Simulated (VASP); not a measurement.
KNa: single point with PBE

Crystal: KNa.

```
CELL_PARAMETERS angstrom
0.00000 3.89576 3.89576
3.89576 0.00000 3.89576
3.89576 3.89576 0.00000
ATOMIC_POSITIONS crystal
K 0.00000 0.00000 0.00000
Na 0.50000 0.50000 0.50000
```

```json
{
  "Program": "VASP 6.6.1",
  "Task": "single point",
  "Functional": "PBE",
  "Potentials or basis": "VASP PAW PBE potentials, release 64 (K_sv, Na_pv)",
  "Cutoff": "520 eV",
  "k mesh": "6 × 6 × 6",
  "Occupations": "gaussian, width 0.1 eV",
  "Spin": "no spin polarisation",
  "Dipole correction": "no",
  "Further INCAR settings": "ALGO = Normal; EDIFF = 1e-07; NBANDS = 15"
}
```

- Pressure: 0.1 GPa
- Band gap on the k mesh: zero (bands 8 and 9 overlap by 0.49 eV)

Levels at points of the mesh, in eV from the Fermi level:
```csv
k point,band 5,band 6,band 7,band 8,band 9,band 10,band 11,band 12
"(0.00, 0.00, 0.00)",-15.55,-15.55,-15.55,-2.47,3.30,3.30,3.30,4.24
"(0.50, 0.00, 0.00)",-15.56,-15.55,-15.55,-0.62,-0.45,2.74,2.74,4.51
"(0.50, 0.50, 0.00)",-15.56,-15.55,-15.55,-0.20,0.19,1.79,2.46,2.46
```

Run time: 34 s on 1 thread of Intel(R) Xeon(R) Platinum 8259CL CPU @ 2.50GHz (Skylake/Cascade Lake) (shared host), peak memory 0.25 GiB.
